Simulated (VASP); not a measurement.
# Pb (P6_3/mmc) in VASP: notebook, part 3 of 3

VASP 6.6.1. The steps go on from the part before.

## Step 6: Single point, PBEsol (zz strain of -1 %)

Input file INCAR:

```
PREC = Accurate ; ENCUT = 520
EDIFF = 1E-7 ; ISMEAR = -1
SIGMA = 0.08 ; LREAL = F
LASPH = T ; NELM = 60
ALGO = Normal ; ISIF = 2
LWAVE = F ; LCHARG = T
GGA = PS ; LELF = T
LVHAR = T ; NBANDS = 21
```

Input file KPOINTS:

```
Automatic mesh
0
Gamma
  14 14 8
```

Input file POSCAR:

```
Pb
1.0
    3.4800006906      0.0000000000      0.0000000000
   -1.7400003453      3.0137690032      0.0000000000
    0.0000000000      0.0000000000      5.5341000000
Pb
2
Direct
    0.3333333333      0.6666666667      0.2500000000
    0.6666666667      0.3333333333      0.7500000000
```

Potentials or basis: VASP PAW PBE potentials, release 64 (Pb_d).

On the command line:

```bash
$ cat potpaw_PBE.64/Pb_d/POTCAR > POTCAR
$ mpirun -np 1 vasp_std > vasp.out
```

OUTCAR:

```text
PREC = Accurate
   ENCUT = 520
   EDIFF = 1E-7
   ISMEAR = -1
   LREAL = F
   LASPH = T
   NELM = 60
   ISIF = 2
   GGA = PS

 ion  position               nearest neighbor table
   1  0.333  0.667  0.250-   2 3.42   2 3.42   2 3.42   2 3.42   2 3.42   2 3.42
   2  0.667  0.333  0.750-   1 3.42   1 3.42   1 3.42   1 3.42   1 3.42   1 3.42

  LATTYP: Found a hexagonal cell.
 ALAT       =     3.4800006906
 C/A-ratio  =     1.5902583051

  Lattice vectors:

 A1 = (   3.4800006906,   0.0000000000,   0.0000000000)
 A2 = (  -1.7400003453,   3.0137690032,   0.0000000000)
 A3 = (   0.0000000000,   0.0000000000,   5.5341000000)

Analysis of symmetry for initial positions (statically):
=====================================================================
 Subroutine PRICEL returns:
 Original cell was already a primitive cell.

 Routine SETGRP: Setting up the symmetry group for a
 hexagonal supercell.

 Subroutine GETGRP returns: Found 24 space group operations
 (whereof 12 operations were pure point group operations)
 out of a pool of 24 trial point group operations.

The static configuration has the point symmetry D_3d.
 The point group associated with its full space group is D_6h.

Analysis of symmetry for dynamics (positions and initial velocities):
=====================================================================
 Subroutine PRICEL returns:
 Original cell was already a primitive cell.

 Routine SETGRP: Setting up the symmetry group for a
 hexagonal supercell.

 Subroutine GETGRP returns: Found 24 space group operations
 (whereof 12 operations were pure point group operations)
 out of a pool of 24 trial point group operations.

The dynamic configuration has the point symmetry D_3d.
 The point group associated with its full space group is D_6h.

 Subroutine INISYM returns: Found 24 space group operations
 (whereof 12 operations are pure point group operations),
 and found     1 'primitive' translations
[... 103 lines left out ...]
   POTIM  = 0.5000    time-step for ionic-motion
   TEBEG  =    0.0;   TEEND  =   0.0 temperature during run
   PSTRESS=    0.0 pullay stress
   NELECT =      28.0000    total number of electrons
   NUPDOWN=      -1.0000    fix difference up-down
   EMIN   =  10.00;   EMAX   =-10.00  energy-range for DOS
   EFERMI =   0.00;   METHOD = LEGACY
   ISMEAR =    -1;   SIGMA  =   0.08  broadening in eV -4-tet -1-fermi 0-gaus
   EFERMI_NEDOS =   21; number of points for ismear=-14 and -15
   IALGO  =     38    algorithm
   IMIX   =      4    mixing-type and parameters
     AMIX     =   0.40;   BMIX     =  1.00
     AMIX_MAG =   1.60;   BMIX_MAG =  1.00
  volume/ion in A,a.u.               =      29.02       195.84
  Fermi-wavevector in a.u.,A,eV,Ry     =   1.283952  2.426317 22.429645  1.648532
  Thomas-Fermi vector in A             =   2.416174
   LORBIT       =      0    0 simple, 1 ext, 2 COOP (PROOUT), +10 PAW based schemes
   GGA     = PS    functional components
   LHFCALC =     F    Hartree Fock is set to
   AEXX    =    0.0000 exact exchange contribution
   IVDW    =     0    specifies the selected vdW correction
   LEPSILON=     F    determine dielectric tensor
   LRPA    =     F    only Hartree local field effects (RPA)
 non-spin polarized calculation
  energy-cutoff  :      520.00
  volume of cell :       58.04
 maximum number of plane-waves:      1586
 NGX is ok and might be reduce to    28
   NGX = 13   NGY = 13   NGZ = 21

 number of electron      28.0000001 magnetization

 Free energy of the ion-electron system (eV)
  ---------------------------------------------------
  ext. energy  EPLUGINS =         0.00000000
  ---------------------------------------------------
  free energy    TOTEN  =        -7.96673846 eV

  energy without entropy =       -7.94237031  energy(sigma->0) =       -7.95455438

 E-fermi :   7.5543     XC(G=0): -10.5552

 val. band max:        7.5517293218   @ k =   0.3571   0.2143   0.0000
 cond. band min:       7.5569332964   @ k =   0.4286   0.1429   0.2500
 fundamental gap:      0.0052039746
 Fermi energy:         7.5543234415

 k-point     1 :       0.0000    0.0000    0.0000
  band No.  band energies     occupation
      1      -9.4668      2.00000
      2      -9.4064      2.00000
      3      -9.3990      2.00000
      4      -9.3990      2.00000
      5      -9.3720      2.00000
      6      -9.3720      2.00000
[... 565 lines left out ...]
     20      19.9286      0.00000
     21      21.9163      0.00000

 [... further k-points ...]
[... 5 lines left out ...]
  --------------------------------------------------------------------------------------
  -------------------------------------------------------------------------------------
  Total        0.2494637      0.2494637      1.1184362      0.0000000      0.0000000      0.0000000
  in kB        6.8862315      6.8862315     30.8734754      0.0000000      0.0000000      0.0000000
  external PRESSURE =      14.8819795 kB  Pullay stress =       0.0000000 kB

 VOLUME and BASIS-vectors are now :
 -----------------------------------------------------------------------------
  energy-cutoff  :      520.00
  volume of cell :       58.04
      direct lattice vectors                 reciprocal lattice vectors
     3.480000691  0.000000000  0.000000000     0.287356265  0.165905217  0.000000000
    -1.740000345  3.013769003  0.000000000     0.000000000  0.331810434  0.000000000
     0.000000000  0.000000000  5.534100000     0.000000000  0.000000000  0.180697855

 POSITION                                       TOTAL-FORCE (eV/Angst)
 -----------------------------------------------------------------------------------
     -0.00000      2.00918      1.38352         0.000000     -0.000000      0.000000
      1.74000      1.00459      4.15057        -0.000000      0.000000      0.000000
 -----------------------------------------------------------------------------------
    total drift:                               -0.000000      0.000000     -0.000000

  FREE ENERGIE OF THE ION-ELECTRON SYSTEM (eV)
  ---------------------------------------------------
  free  energy   TOTEN  =        -7.9667384578 eV

  energy  without entropy=       -7.9423703081  energy(sigma->0) =       -7.95455438
```

It took 2.1 min on 1 thread of Intel Xeon 8259CL, shared host; peak memory 0.25 GiB.

Results:

| Property | Result |
| --- | --- |
| Free energy | -7.9667 eV |
| Pressure | 1.5 GPa |
| Band gap on the k mesh | zero (bands 14 and 15 overlap by 7.42 eV) |

Caveat: the cell differs from its parent crystal (zz strain of -1 %); the PAW data sets were made with another functional, which shifts forces and pressure a little; spin-orbit coupling is left out, which moves the levels of the heavy elements.

## Step 7: Summary

| cell | gap on the mesh (eV) | pressure (GPa) |
| --- | --- | --- |
| a = 3.433, b = 3.433, c = 5.514 Å, angles 90.0, 90.0, 120.0°, 2 atoms | none | 3.2 |
| a = 3.445, b = 3.445, c = 5.590 Å, angles 90.0, 90.0, 120.0°, 2 atoms | none | 1.9 |
| a = 3.457, b = 3.457, c = 5.552 Å, angles 90.0, 90.0, 120.0°, 2 atoms | none | 2.0 |
| a = 3.480, b = 3.480, c = 5.478 Å, angles 90.0, 90.0, 120.0°, 2 atoms | none | 2.1 |
| a = 3.480, b = 3.480, c = 5.534 Å, angles 90.0, 90.0, 120.0°, 2 atoms | none | 1.5 |

Alike in all rows: task single point; level PBEsol; potentials or basis VASP PAW PBE potentials, release 64 (Pb_d); no spin polarisation; k mesh 14 × 14 × 8; cutoff (eV) 520; smearing fermi-dirac 0.08 eV.

Caveats: the PAW data sets were made with another functional, which shifts forces and pressure a little; spin-orbit coupling is left out, which moves the levels of the heavy elements; the cell stands under pressure (at least some runs).

Total energies depend on the potentials used, so only differences within one code and one set of settings carry meaning.
